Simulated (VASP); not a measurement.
# GdH2IBr4 (P1) in VASP: single point with PBE+U

Aim: the single point of GdH2IBr4 with PBE+U.

Everything below comes from runs of VASP 6.6.1. Logs are shortened: lines on timing, memory, paths and dates and some standing lists are left out, and cuts for length are marked.

## Step 1: The cell of the first run

The typed cell holds 8 atoms: a = 4.289 Å, b = 4.265 Å, c = 10.510 Å, α = 88.71°, β = 90.25°, γ = 89.49°.

## Step 2: Single point, PBE+U, collinear spin, ferromagnetic start

POSCAR reads:

```
GdH2IBr4
1.0
    4.2891480000      0.0192260000     -0.0093760000
    0.0192260000      4.2649640000      0.0482950000
   -0.0228750000      0.1178300000     10.5097840000
Gd H Br I
1 2 4 1
Direct
    0.0062240000      0.0176050000      0.0014450000
    0.5009190000      0.4943700000      0.7428240000
    0.4987140000      0.4971630000      0.2617910000
    0.5121160000      0.0076870000      0.8565100000
    0.0016350000      0.4981600000      0.8494370000
    0.5069730000      0.0131920000      0.1420020000
    0.0042310000      0.4893900000      0.1430710000
    0.9937680000      0.9932270000      0.5010710000
```

INCAR.step1 reads:

```
SYSTEM = GdH2IBr4
PREC = Accurate
ENCUT = 520
EDIFF = 1E-6
ISMEAR = -1
SIGMA = 0.1
LREAL = .FALSE.
LASPH = .TRUE.
NELM = 150
ALGO = Normal
ISIF = 2
LWAVE = .FALSE.
LCHARG = .TRUE.
ISPIN = 2
MAGMOM = 5.07 0.6 0.6 0.6 0.6 0.6 0.6 0.6
LMAXMIX = 6
LDAU = .TRUE.
LDAUTYPE = 2
LDAUL = 3 -1 -1 -1
LDAUU = 5.07 0 0 0
LDAUJ = 0 0 0 0
LDAUPRINT = 1
GGA = PE
NBANDS = 42
```

KPOINTS.step1 reads:

```
Automatic mesh
0
Gamma
  4 4 2
  0 0 0.5
```

INCAR.step2 reads:

```
SYSTEM = GdH2IBr4
PREC = Accurate
ENCUT = 520
EDIFF = 1E-6
ISMEAR = -5
SIGMA = 0.1
LREAL = .FALSE.
LASPH = .TRUE.
NELM = 150
ALGO = Normal
ISIF = 2
LWAVE = .FALSE.
LCHARG = .FALSE.
ISPIN = 2
MAGMOM = 5.07 0.6 0.6 0.6 0.6 0.6 0.6 0.6
LORBIT = 11
LMAXMIX = 6
LDAU = .TRUE.
LDAUTYPE = 2
LDAUL = 3 -1 -1 -1
LDAUU = 5.07 0 0 0
LDAUJ = 0 0 0 0
LDAUPRINT = 1
GGA = PE
NEDOS = 2001
ICHARG = 11
```

KPOINTS.step2 reads:

```
Automatic mesh
0
G
  6 6 3
  0 0 0
```

Potentials or basis: VASP PAW PBE potentials, release 64 (Gd, H, Br, I).

Run with:

```
$ cat potpaw_PBE.64/Gd/POTCAR potpaw_PBE.64/H/POTCAR potpaw_PBE.64/Br/POTCAR potpaw_PBE.64/I/POTCAR > POTCAR
$ cp INCAR.step1 INCAR
$ cp KPOINTS.step1 KPOINTS
$ mpirun -np 1 vasp_std > vasp.out
$ cp INCAR.step2 INCAR
$ cp KPOINTS.step2 KPOINTS
$ mpirun -np 1 vasp_std > vasp.out
```

OUTCAR:

```text
SYSTEM = GdH2IBr4
   PREC = Accurate
   ENCUT = 520
   EDIFF = 1E-6
   ISMEAR = -5
   LREAL = .FALSE.
   LASPH = .TRUE.
   NELM = 150
   ISIF = 2
   ISPIN = 2
   LORBIT = 11
   GGA = PE
   ICHARG = 11

 ion  position               nearest neighbor table
   1  0.006  0.018  0.001-   7 2.53   5 2.57   6 2.60   4 2.61   6 2.61   4 2.66   7 2.67   5 2.76

   2  0.501  0.494  0.743-
   3  0.499  0.497  0.262-
   4  0.512  0.008  0.857-   1 2.61   1 2.66
   5  0.002  0.498  0.849-   1 2.57   1 2.76
   6  0.507  0.013  0.142-   1 2.60   1 2.61
   7  0.004  0.489  0.143-   1 2.53   1 2.67
   8  0.994  0.993  0.501-

  LATTYP: Found a triclinic cell.
 ALAT       =     6.0217813805
 B/A-ratio  =     0.7122811452
 C/A-ratio  =     1.8983783979
 COS(alpha) =     0.0006195899
 COS(beta)  =     0.2793874212
 COS(gamma) =     0.7059312719

  Lattice vectors:

 A1 = (  -4.2699220000,   4.2457380000,   0.0576710000)
 A2 = (  -4.2891480000,  -0.0192260000,   0.0093760000)
 A3 = (  -0.0036490000,   4.3827940000,  10.5580790000)

Analysis of symmetry for initial positions (statically):
=====================================================================
 Subroutine PRICEL returns:
 Original cell was already a primitive cell.

 Routine SETGRP: Setting up the symmetry group for a
 triclinic supercell.

 Subroutine GETGRP returns: Found  1 space group operations
 (whereof  1 operations were pure point group operations)
 out of a pool of  2 trial point group operations.

The static configuration has the point symmetry C_1 .

Analysis of symmetry for dynamics (positions and initial velocities):
=====================================================================
 Subroutine PRICEL returns:
 Original cell was already a primitive cell.

 Routine SETGRP: Setting up the symmetry group for a
 triclinic supercell.

 Subroutine GETGRP returns: Found  1 space group operations
 (whereof  1 operations were pure point group operations)
 out of a pool of  2 trial point group operations.

The dynamic configuration has the point symmetry C_1 .

Analysis of structural, dynamic, and magnetic symmetry:
[... 162 lines left out ...]
  energy-cutoff  :      520.00
  volume of cell :      192.23
 maximum number of plane-waves:      5204

atom =   1  type =  1  l = 3

 onsite density matrix

spin component  1

  0.9914  0.0000 -0.0007 -0.0001  0.0000  0.0001  0.0000
  0.0000  0.9900 -0.0000 -0.0001  0.0001  0.0000 -0.0000
 -0.0007 -0.0000  0.9911  0.0000  0.0000 -0.0001 -0.0000
 -0.0001 -0.0001  0.0000  0.9908 -0.0000 -0.0002 -0.0000
  0.0000  0.0001  0.0000 -0.0000  0.9908  0.0001  0.0007
  0.0001  0.0000 -0.0001 -0.0002  0.0001  1.0012  0.0001
  0.0000 -0.0000 -0.0000 -0.0000  0.0007  0.0001  0.9914

spin component  2

  0.0088  0.0001 -0.0030 -0.0003  0.0001  0.0001  0.0001
  0.0001  0.0065 -0.0000 -0.0001  0.0001  0.0001  0.0001
 -0.0030 -0.0000  0.0084 -0.0000  0.0001 -0.0001 -0.0000
 -0.0003 -0.0001 -0.0000  0.0101 -0.0000 -0.0011 -0.0001
  0.0001  0.0001  0.0001 -0.0000  0.0077  0.0005  0.0029
  0.0001  0.0001 -0.0001 -0.0011  0.0005  0.0451  0.0005
  0.0001  0.0001 -0.0000 -0.0001  0.0029  0.0005  0.0091

 occupancies and eigenvectors

  o =  0.0054  v =  0.0000  0.0000  0.0000  0.0000  0.0000  0.0000  0.0000  0.0808  0.0397  0.1035  0.0202 -0.7844  0.0026  0.6046      0.0000  0.0000  0.0000  0.0000  0.0000  0.0000  0.0000  0.0000  0.0000  0.0000  0.0000  0.0000  0.0000  0.0000
  o =  0.0056  v =  0.0000  0.0000  0.0000  0.0000  0.0000  0.0000  0.0000 -0.6763  0.0799 -0.7192 -0.0480 -0.0911 -0.0022  0.0916      0.0000  0.0000  0.0000  0.0000  0.0000  0.0000  0.0000  0.0000  0.0000  0.0000  0.0000  0.0000  0.0000  0.0000
  o =  0.0065  v =  0.0000  0.0000  0.0000  0.0000  0.0000  0.0000  0.0000 -0.0331 -0.9945 -0.0668 -0.0401 -0.0178  0.0007  0.0595      0.0000  0.0000  0.0000  0.0000  0.0000  0.0000  0.0000  0.0000  0.0000  0.0000  0.0000  0.0000  0.0000  0.0000
  o =  0.0100  v =  0.0000  0.0000  0.0000  0.0000  0.0000  0.0000  0.0000 -0.0511  0.0323  0.1185 -0.9893 -0.0391 -0.0306 -0.0332      0.0000  0.0000  0.0000  0.0000  0.0000  0.0000  0.0000  0.0000  0.0000  0.0000  0.0000  0.0000  0.0000  0.0000
  o =  0.0114  v =  0.0000  0.0000  0.0000  0.0000  0.0000  0.0000  0.0000  0.2224 -0.0262 -0.2336  0.0071 -0.5831  0.0191 -0.7449      0.0000  0.0000  0.0000  0.0000  0.0000  0.0000  0.0000  0.0000  0.0000  0.0000  0.0000  0.0000  0.0000  0.0000
  o =  0.0117  v =  0.0000  0.0000  0.0000  0.0000  0.0000  0.0000  0.0000  0.6949  0.0364 -0.6316 -0.1258  0.1853 -0.0168  0.2575      0.0000  0.0000  0.0000  0.0000  0.0000  0.0000  0.0000  0.0000  0.0000  0.0000  0.0000  0.0000  0.0000  0.0000
  o =  0.0451  v =  0.0000  0.0000  0.0000  0.0000  0.0000  0.0000  0.0000 -0.0042 -0.0028  0.0043  0.0326 -0.0149 -0.9992 -0.0161      0.0000  0.0000  0.0000  0.0000  0.0000  0.0000  0.0000  0.0000  0.0000  0.0000  0.0000  0.0000  0.0000  0.0000
  o =  0.9900  v = -0.0138  0.9708  0.0058  0.0735 -0.1943  0.0011  0.1188  0.0000  0.0000  0.0000  0.0000  0.0000  0.0000  0.0000      0.0000  0.0000  0.0000  0.0000  0.0000  0.0000  0.0000  0.0000  0.0000  0.0000  0.0000  0.0000  0.0000  0.0000
  o =  0.9904  v =  0.0674 -0.2238  0.0854 -0.0354 -0.8089  0.0005  0.5315  0.0000  0.0000  0.0000  0.0000  0.0000  0.0000  0.0000      0.0000  0.0000  0.0000  0.0000  0.0000  0.0000  0.0000  0.0000  0.0000  0.0000  0.0000  0.0000  0.0000  0.0000
  o =  0.9905  v = -0.6270 -0.0205 -0.7648 -0.1033 -0.0791 -0.0067  0.0665  0.0000  0.0000  0.0000  0.0000  0.0000  0.0000  0.0000      0.0000  0.0000  0.0000  0.0000  0.0000  0.0000  0.0000  0.0000  0.0000  0.0000  0.0000  0.0000  0.0000  0.0000
  o =  0.9908  v = -0.0314 -0.0815 -0.1020  0.9903 -0.0169  0.0189  0.0264  0.0000  0.0000  0.0000  0.0000  0.0000  0.0000  0.0000      0.0000  0.0000  0.0000  0.0000  0.0000  0.0000  0.0000  0.0000  0.0000  0.0000  0.0000  0.0000  0.0000  0.0000
  o =  0.9919  v =  0.0935 -0.0062 -0.0930  0.0053 -0.5446  0.0158 -0.8280  0.0000  0.0000  0.0000  0.0000  0.0000  0.0000  0.0000      0.0000  0.0000  0.0000  0.0000  0.0000  0.0000  0.0000  0.0000  0.0000  0.0000  0.0000  0.0000  0.0000  0.0000
  o =  0.9920  v =  0.7696  0.0178 -0.6233 -0.0398  0.0683 -0.0156  0.1113  0.0000  0.0000  0.0000  0.0000  0.0000  0.0000  0.0000      0.0000  0.0000  0.0000  0.0000  0.0000  0.0000  0.0000  0.0000  0.0000  0.0000  0.0000  0.0000  0.0000  0.0000
  o =  1.0012  v = -0.0069 -0.0009  0.0115  0.0202 -0.0101 -0.9996 -0.0144  0.0000  0.0000  0.0000  0.0000  0.0000  0.0000  0.0000      0.0000  0.0000  0.0000  0.0000  0.0000  0.0000  0.0000  0.0000  0.0000  0.0000  0.0000  0.0000  0.0000  0.0000

 number of electron      55.0000001 magnetization       8.0443295

 Free energy of the ion-electron system (eV)
  ---------------------------------------------------
  ext. energy  EPLUGINS =         0.00000000
  ---------------------------------------------------
  free energy    TOTEN  =       -23.85264475 eV

  energy without entropy =      -23.85264475  energy(sigma->0) =      -23.85264475

 E-fermi :   1.7374     XC(G=0):  -8.6311

 val. band max:        1.9079456074   @ k =   0.5000   0.5000   0.3333
 cond. band min:       1.7648760710   @ k =   0.0000   0.0000   0.3333
 fundamental gap:     -0.1430695364
 Fermi energy:         1.7373975934

 spin component 1

 k-point     1 :       0.0000    0.0000    0.0000
  band No.  band energies     occupation
      1     -42.2579      1.00000
      2     -20.2626      1.00000
      3     -19.9537      1.00000
      4     -19.9489      1.00000
      5     -14.7195      1.00000
      6     -13.4845      1.00000
[... 1961 lines left out ...]
     37       8.0303      0.00000
     38       9.0634      0.00000

 [... further k-points ...]

------------------------ aborting loop because EDIFF is reached ----------------------------------------

  FORCE on cell =-STRESS in cart. coord.  units (eV):
  Direction    XX          YY          ZZ          XY          YZ          ZX
  --------------------------------------------------------------------------------------
  -------------------------------------------------------------------------------------
  Total       23.7331110     22.9832957     15.5210523     -0.2197661      0.1079095      0.6214895
  in kB      197.8113190    191.5617402    129.3652499     -1.8317116      0.8994064      5.1800057
  external PRESSURE =     172.9127697 kB  Pullay stress =       0.0000000 kB

 VOLUME and BASIS-vectors are now :
 -----------------------------------------------------------------------------
  energy-cutoff  :      520.00
  volume of cell :      192.23
      direct lattice vectors                 reciprocal lattice vectors
     4.289148000  0.019226000 -0.009376000     0.233152409 -0.001056907  0.000519316
     0.019226000  4.264964000  0.048295000    -0.001056907  0.234503129 -0.002631422
    -0.022875000  0.117830000 10.509784000     0.000212857 -0.001078541  0.095161989

 POSITION                                       TOTAL-FORCE (eV/Angst)
 -----------------------------------------------------------------------------------
      0.02700      0.07537      0.01598         0.304177     -1.752175     -0.573974
      2.14103      2.20563      7.82610        -0.028140     -0.131158      0.481249
      2.14263      2.16082      2.77070        -0.033718     -0.068727     -0.270935
      2.17710      0.14355      8.99730        -0.581044     -0.208965     -3.152419
     -0.00284      2.22476      8.95144         0.220853      1.263761     -3.224389
      2.17149      0.08274      1.48829         0.060861     -0.500282      3.414506
      0.02428      2.10417      1.52724         0.056337      1.402664      3.346857
      4.27005      4.31422      5.30480         0.000674     -0.005119     -0.020895
 -----------------------------------------------------------------------------------
    total drift:                                0.003233     -0.003601     -0.015467

  FREE ENERGIE OF THE ION-ELECTRON SYSTEM (eV)
  ---------------------------------------------------
  free  energy   TOTEN  =       -23.8526447486 eV

  energy  without entropy=      -23.8526447486  energy(sigma->0) =      -23.85264475

 total charge

# of ion       s       p       d       f       tot
--------------------------------------------------
    1        2.045   5.687   0.708   7.033  15.472
    2        0.339   0.005   0.000   0.000   0.344
    3        0.351   0.004   0.000   0.000   0.356
    4        1.638   3.283   0.046   0.000   4.967
    5        1.638   3.267   0.044   0.000   4.949
    6        1.637   3.282   0.047   0.000   4.966
    7        1.637   3.292   0.046   0.000   4.975
    8        1.525   2.708   0.002   0.000   4.234
--------------------------------------------------
tot         10.810  21.527   0.893   7.033  40.263

 magnetization (x)

# of ion       s       p       d       f       tot
--------------------------------------------------
    1       -0.003  -0.081   0.085   6.849   6.849
    2        0.201   0.001   0.000   0.000   0.202
    3        0.250   0.001   0.000   0.000   0.250
    4        0.000  -0.037   0.007   0.000  -0.030
    5        0.000  -0.037   0.007   0.000  -0.030
    6        0.000  -0.030   0.008   0.000  -0.022
    7        0.001  -0.020   0.008   0.000  -0.011
    8        0.002   0.054   0.000   0.000   0.056
--------------------------------------------------
tot          0.452  -0.150   0.114   6.849   7.265
```

Wall time 22 min (1 thread of Intel Xeon Platinum 8375C at 2.90GHz (Ice Lake), shared host); peak memory 0.8 GiB.

Results:

```yaml
Net_moment: 8.04 μB per cell
Site_moments: Gd +6.85; H +0.20, +0.25; Br -0.03, -0.02, -0.01 (each value once); I +0.06 μB
Valence_electrons_inside_the_program's_atomic_spheres: Gd 15.47; H 0.34, 0.36; Br 4.97, 4.95 (each value once); I 4.23
```

Eigenvalues of the final occupation matrices:
```
    site  spin  trace                         eigenvalues
site 1 f     1   6.95  0.99 0.99 0.99 0.99 0.99 0.99 1.00
site 1 f     2   0.10  0.01 0.01 0.01 0.01 0.01 0.01 0.05
```

Caveat: the k points lie up to 0.37 Å⁻¹ apart; spin-orbit coupling is left out, which moves the levels of the heavy elements. The state reached can hang on the start; a lower one may exist.
